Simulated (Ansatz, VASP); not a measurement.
# SrO in VASP and in Ansatz

The input INCAR:

```
ALGO     = Normal         # electronic algorithm
EDIFF    = 1E-8           # SCF threshold, eV
ENCUT    = 520            # plane-wave cutoff, eV
GGA      = PS             # functional
ISIF     = 2              # what is computed and relaxed
ISMEAR   = -1             # smearing method
LASPH    = T              # aspherical terms in the spheres
LCHARG   = F              # write CHGCAR
LEFG     = T            
LREAL    = F              # projectors in reciprocal space
LWAVE    = F              # write WAVECAR
NBANDS   = 15             # bands
NELM     = 60             # most SCF steps
PREC     = Accurate       # precision mode
SIGMA    = 0.03           # smearing width, eV
```

Contents of KPOINTS:

```
k-points
0
Gamma
  8 8 8
```

The input POSCAR:

```
SrO
1.0
    0.0000000000      2.5698000000      2.6211960000
    2.5698000000      0.0000000000      2.6211960000
    2.5698000000      2.5698000000      0.0000000000
Sr O
1 1
Direct
    0.0000000000      0.0000000000      0.0000000000
    0.5000000000      0.5000000000      0.5000000000
```

Input for Ansatz:

```yaml
crystal:
  lattice:
    - [0.0, 2.5698, 2.621196]
    - [2.5698, 0.0, 2.621196]
    - [2.5698, 2.5698, 0.0]
  atoms:
    - { symbol: Sr, position: [0.0, 0.0, 0.0] }
    - { symbol: O, position: [0.5, 0.5, 0.5] }
kpoints:
  mp_grid: { grid: [8, 8, 8] }
scf:
  occupations: { method: fermi_dirac, width: 0.03 }
hamiltonian:
  xc: pbesol
  pseudopotentials: { kind: all_electron, datasets: crystal }
output:
  forces: true
  stress: true
  eigenvalues: true
  efg: { contact_densities: true }
```

Change from the starting cell: zz strain of +2 %, crystal datasets.

Alike in both runs: task electric field gradients; functional PBEsol; k mesh 8 × 8 × 8; occupations fermi-dirac, width 0.03 eV; no spin polarisation.

|  | VASP | Ansatz |
| --- | --- | --- |
| version | VASP 6.6.1 | Ansatz 0.2.0 |
| potentials or method | VASP PAW PBE potentials, release 64 (Sr_sv, O), cutoff 520 eV | all-electron PAW with datasets made for the crystal, scalar-relativistic |

|  | VASP | Ansatz | Ansatz less VASP |
| --- | --- | --- | --- |
| gap on the k mesh at the Fermi level (eV) | 3.12 | 3.17 | +0.045 |
| pressure (GPa) | -2.0 | -2.5 | -0.56 |
| traceless stress, the component that is largest in VASP (GPa) | -1.53 | -1.44 | +0.087 |
| size of Vzz on the site where it differs most (V/Å²) | 6.6 | 6.3 | -0.27 |

VASP's potentials were made for PBE, not for PBEsol. Ansatz ran all-electron here, and VASP with PAW potentials.
